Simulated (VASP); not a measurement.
Crystal: CdTe.

```
CELL_PARAMETERS angstrom
0.00000 3.26388 3.26388
3.26388 0.00000 3.26388
3.26388 3.26388 0.00000
ATOMIC_POSITIONS crystal
Cd 0.00000 0.00000 0.00000
Te 0.25000 0.25000 0.25000
```

This cell differs from its parent crystal: strain -0.5%.

Program: VASP 6.6.1. Alike in all runs: task single point; potentials or basis VASP PAW PBE potentials, release 64 (Cd, Te); no spin polarisation; cell as given; cutoff (eV) 520. Hardware: 1 thread of Intel(R) Xeon(R) 6975P-C (Granite Rapids), with other jobs on the host.

**Question.** Order these runs on this cell by their wall time, lowest first.
A. level HSE06; k mesh 4 × 4 × 4; smearing gaussian 0.01 eV; grid for exact exchange (PRECFOCK) Normal; screening parameter 0.2079 1/Å
B. level PBE; k mesh 6 × 6 × 6; smearing fermi-dirac 0.02 eV
C. level r2SCAN; k mesh 6 × 6 × 6; smearing gaussian 0.01 eV

**Answer.** B (17 s), C (59 s), A (580 s).
